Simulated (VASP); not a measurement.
Crystal: La.

```
La
1.0
     5.95745    0.00000    0.00000
    -2.97873    5.15931    0.00000
     0.00000    0.00000    3.65192
La
3
Direct
  0.00000 0.00000 0.00000
  0.33333 0.66667 0.50000
  0.66667 0.33333 0.50000
```

This isn't the form of La at room conditions, which is double hcp.

- Program: VASP 6.6.1
- Task: relaxation of cell and atoms
- Functional: BLYP
- Potentials or basis: VASP PAW PBE potentials, release 64 (La)
- Cutoff: 600 eV
- k mesh: 6 × 6 × 9
- Occupations: fermi-dirac, width 0.1 eV
- Spin: no spin polarisation

At the start: pressure 1.9 GPa; volume 37.42 Å³/atom.

How do energy, volume and symmetry change on relaxing?

Over 5 steps the energy falls by 14.7 meV/atom and the volume is 39.98 Å³/atom (+6.9 %); space group P6/mmm (No. 191, to 0.1 Å) before and after.

Step by step:
| step | energy change (eV) | largest force (eV/Å) | pressure (GPa) | volume (Å³) |
| --- | --- | --- | --- | --- |
| 1 | 0.0000 | 0.0000 | 1.91 | 112.25 |
| 2 | -0.0438 | 0.0000 | 0.05 | 119.65 |
| 3 | -0.0438 | 0.0000 | 0.00 | 119.88 |
| 4 | -0.0439 | 0.0000 | 0.01 | 119.90 |
| 5 | -0.0440 | 0.0000 | 0.01 | 119.94 |

Final structure:
```
La
1.0
     6.08446    0.00000    0.00000
    -3.04223    5.26930    0.00000
     0.00000    0.00000    3.74095
La
3
Direct
  0.00000 0.00000 0.00000
  0.33333 0.66667 0.50000
  0.66667 0.33333 0.50000
```

Caveat: the PAW data sets were made with another functional, which shifts forces and pressure a little.
